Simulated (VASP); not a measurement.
A run of VASP 6.6.1 is set up as follows.

File INCAR:

```
SYSTEM = Rb
PREC = Accurate
ENCUT = 600
EDIFF = 1E-6
ISMEAR = -1
SIGMA = 0.1
LREAL = .False.
LASPH = .True.
NELM = 60
ALGO = Normal
ISIF = 3
LWAVE = .False.
LCHARG = .False.
IBRION = 2
NSW = 32
EDIFFG = -0.005
PSTRESS = 110.0
```

File KPOINTS:

```
Automatic mesh
0
Gamma
  13 13 13
  0 0 0
```

File POSCAR:

```
Rb
1.0
   -2.0366626122      2.0366626122      2.0366626122
    2.0366626122     -2.0366626122      2.0366626122
    2.0366626122      2.0366626122     -2.0366626122
Rb
1
Direct
    0.0000000000      0.0000000000      0.0000000000
```

Potentials or basis: VASP PAW LDA potentials, release 64 (Rb_sv).

Run with:

```console
$ cat potpaw_LDA.64/Rb_sv/POTCAR > POTCAR
$ mpirun -np 1 vasp_std > vasp.out
```

**Question.** Estimate the space group after relaxing (to 0.1 Å).

**Answer.** Im-3m (No. 229).

**Question.** Predict the relaxed cell.

**Answer.** a = 3.529 Å, b = 3.529 Å, c = 3.529 Å, α = 109.47°, β = 109.47°, γ = 109.47°.

Final structure:
```cif
data_structure
_symmetry_space_group_name_H-M 'P 1'
_symmetry_Int_Tables_number 1
_cell_length_a 3.5292
_cell_length_b 3.5292
_cell_length_c 3.5292
_cell_angle_alpha 109.471
_cell_angle_beta 109.471
_cell_angle_gamma 109.471
_cell_volume 33.84
loop_
_atom_site_label
_atom_site_type_symbol
_atom_site_fract_x
_atom_site_fract_y
_atom_site_fract_z
_atom_site_occupancy
Rb1 Rb 0.00000 0.00000 0.00000 1
```
